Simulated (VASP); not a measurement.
A run of VASP 6.6.1:

Contents of INCAR:

```
SYSTEM = SiNi
PREC = Accurate
ENCUT = 520
EDIFF = 1E-7
ISMEAR = -1
SIGMA = 0.05
LREAL = .FALSE.
LASPH = .TRUE.
NELM = 150
ALGO = Normal
ISIF = 2
LWAVE = .FALSE.
LCHARG = .TRUE.
ISPIN = 2
MAGMOM = 1 1 1 1 0 0 0 0
LORBIT = 11
LMAXMIX = 4
LDAU = .TRUE.
LDAUTYPE = 2
LDAUL = 2 -1
LDAUU = 5 0
LDAUJ = 0 0
LDAUPRINT = 1
GGA = PS
LELF = .TRUE.
LVHAR = .TRUE.
NBANDS = 42
```

Contents of KPOINTS:

```
Automatic mesh
0
G
  6 6 6
  0 0 0
```

File POSCAR:

```
SiNi
1.0
    4.5036940000      0.0000000000      0.0000000000
    0.0000000000      4.5036940000      0.0000000000
    0.0000000000      0.0000000000      4.5036940000
Ni Si
4 4
Direct
    0.1495040000      0.1495040000      0.1495040000
    0.6495040000      0.3504960000      0.8504960000
    0.8504960000      0.6495040000      0.3504960000
    0.3504960000      0.8504960000      0.6495040000
    0.8468300000      0.8468300000      0.8468300000
    0.3468300000      0.6531700000      0.1531700000
    0.1531700000      0.3468300000      0.6531700000
    0.6531700000      0.1531700000      0.3468300000
```

Potentials or basis: VASP PAW PBE potentials, release 64 (Ni, Si).

Launch:

```sh
$ cat potpaw_PBE.64/Ni/POTCAR potpaw_PBE.64/Si/POTCAR > POTCAR
$ mpirun -np 1 vasp_std > vasp.out
```

Hardware: 1 thread of Oxide Virtual Turin-like Processor (shared host).

Task: Estimate the wall time of this run.

Result: Wall time 7.5 min on 1 thread of Oxide Virtual Turin-like Processor, with other jobs on the host, peak memory 0.27 GiB. Counts: scf iterations 17, k points 24.
